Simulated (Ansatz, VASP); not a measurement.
**Two plane-wave programs on Ca**

```
Ca
1.0
    -2.24000    2.24000    2.30720
     2.24000   -2.24000    2.30720
     2.24000    2.24000   -2.30720
Ca
1
Direct
  0.00000 0.00000 0.00000
```

Change from the starting cell: strain +0.0300 x Voigt [0, 0, 1, 0, 0, 0], atoms carried along.

Alike in both runs: task single point; functional LDA; k mesh 16 × 16 × 16; occupations gaussian, width 0.15 eV; no spin polarisation.

```csv
,VASP,Ansatz
version,VASP 6.6.1,Ansatz 0.2.0
potentials or method,"VASP PAW LDA potentials, release 64 (Ca_sv), cutoff 520 eV","scalar-relativistic, plane waves, PAW"
valence electrons in the cell,10,10
```

|  | VASP | Ansatz | Ansatz less VASP |
| --- | --- | --- | --- |
| gap on the k mesh at the Fermi level (eV) | none | none | - |
| pressure (GPa) | -2.8 | -2.8 | 0.00 |

LDA's correlation is that of Perdew and Zunger in VASP and of Perdew and Wang (1992) in Ansatz. A gap of «none» marks a metal or a gap that the smearing closes.
